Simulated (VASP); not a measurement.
Set up this calculation in VASP 6.6.1, as the native input.

```yaml
Task: single point
Functional: PBE
Potentials_or_basis: VASP PAW PBE potentials, release 64 (Ta_pv, N)
Cutoff: 520 eV
k_mesh: 10 × 10 × 10
Occupations: gaussian, width 0.018 eV
Spin: no spin polarisation
Dipole_correction: no
Further_INCAR_settings: ALGO = Normal; EDIFF = 1e-06; NBANDS = 15
```

The structure of TaN lies in POSCAR:

```
TaN
1.0
    0.0000000000      2.2113230000      2.2113230000
    2.2113230000      0.0000000000      2.2113230000
    2.2113230000      2.2113230000      0.0000000000
Ta N
1 1
Direct
    0.5000000000      0.5000000000      0.5000000000
    0.0000000000      0.0000000000      0.0000000000
```

One way to write it, as run:

INCAR

```
SYSTEM = TaN
  ALGO = Normal
  EDIFF = 1E-6
  ENCUT = 520
  GGA = PE
  ISIF = 2
  ISMEAR = 0
  LASPH = .TRUE.
  LCHARG = .TRUE.
  LELF = .TRUE.
  LREAL = .FALSE.
  LVHAR = .TRUE.
  LWAVE = .FALSE.
  NBANDS = 15
  NELM = 60
  PREC = Accurate
  SIGMA = 0.018000000000000002
```

KPOINTS

```
k-points
0
G
  10 10 10
  0 0 0
```

Potentials or basis: VASP PAW PBE potentials, release 64 (Ta_pv, N).

Command:

```console
$ cat potpaw_PBE.64/Ta_pv/POTCAR potpaw_PBE.64/N/POTCAR > POTCAR
$ mpirun -np 1 vasp_std > vasp.out
```

Results of the run:

```json
{
  "Pressure": "-0.6 GPa",
  "Band gap on the k mesh": "zero (band 8 reaches 11.20 eV, above the bottom of band 9 at 7.29 eV)"
}
```

Caveat: spin-orbit coupling is left out, which moves the levels of the heavy elements.

It took 4.9 s on 1 thread of Intel(R) Xeon(R) 6975P-C (Granite Rapids), with other jobs on the host, peak memory 0.14 GiB.
